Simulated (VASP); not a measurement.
Wanted: the native input for a VASP 6.6.1 run.

| Item | Value |
| --- | --- |
| Task | single point |
| Functional | PBE |
| Potentials or basis | VASP PAW PBE potentials, release 64 (Fe) |
| Cutoff | 520 eV |
| k mesh | 21 × 21 × 12 |
| Occupations | gaussian, width 0.1 eV |
| Spin | no spin polarisation |
| Dipole correction | no |
| Further INCAR settings | ALGO = Normal; EDIFF = 1e-06; NBANDS = 15 |

The structure of Fe lies in POSCAR:

```
Fe
1.0
    2.5099859294      0.0000000000      0.0000000000
   -1.2549929647      2.1737115780      0.0000000000
    0.0000000000      0.0000000000      3.9628045648
Fe
2
Direct
    0.3333333333      0.6666666667      0.2500000000
    0.6666666667      0.3333333333      0.7500000000
```

This cell differs from its parent crystal: volume scaled by 1.06, then relaxed in part.

One way to write it, as run:

INCAR

```
PREC = Accurate
ENCUT = 520
EDIFF = 1E-6
ISMEAR = 0
SIGMA = 0.1
LREAL = False
LASPH = True
NELM = 80
ALGO = Normal
ISIF = 2
LWAVE = False
LCHARG = True
GGA = PE
LELF = True
LVHAR = True
NBANDS = 15
```

KPOINTS

```
regular mesh
0
Gamma
  21 21 12
```

Potentials or basis: VASP PAW PBE potentials, release 64 (Fe).

Command:

```console
$ cat potpaw_PBE.64/Fe/POTCAR > POTCAR
$ mpirun -np 1 vasp_std > vasp.out
```

It gave:

```
Pressure               : -15.2 GPa
Band gap on the k mesh : zero (band 8 reaches 7.06 eV, above the bottom of band 9 at 5.35 eV)
```

Caveat: the run has no spin polarisation, though such a crystal can be magnetic.

Run time: 37 s on 1 thread of Intel(R) Xeon(R) 6975P-C (Granite Rapids) (shared host), peak memory 0.21 GiB.
